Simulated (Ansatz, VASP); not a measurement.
# Cu in VASP and in Ansatz

```xyz
1
Lattice="0.0000 1.7473 1.7473 1.7473 0.0000 1.7473 1.7473 1.7473 0.0000" Properties=species:S:1:pos:R:3 pbc="T T T"
Cu    0.0000    0.0000    0.0000
```

Alike in both runs: task single point; functional PBE; k mesh 24 × 24 × 24; occupations gaussian, width 0.15 eV; no spin polarisation.

|  | VASP | Ansatz |
| --- | --- | --- |
| version | VASP 6.6.1 | Ansatz 0.2.0 |
| potentials or method | VASP PAW PBE potentials, release 64 (Cu), cutoff 520 eV | scalar-relativistic, plane waves, PAW |
| valence electrons in the cell | 11 | 19 |

Ansatz gave:

| Property | Result |
| --- | --- |
| gap on the k mesh at the Fermi level (eV) | none |
| pressure (GPa) | 21.2 |

Estimate VASP's values.

gap on the k mesh at the Fermi level (eV): none; pressure (GPa): 21.9.

A gap of «none» marks a metal or a gap that the smearing closes. VASP's potentials hold 11 valence electrons a cell and Ansatz's 19, so a difference there can come from the potentials and not from the codes.
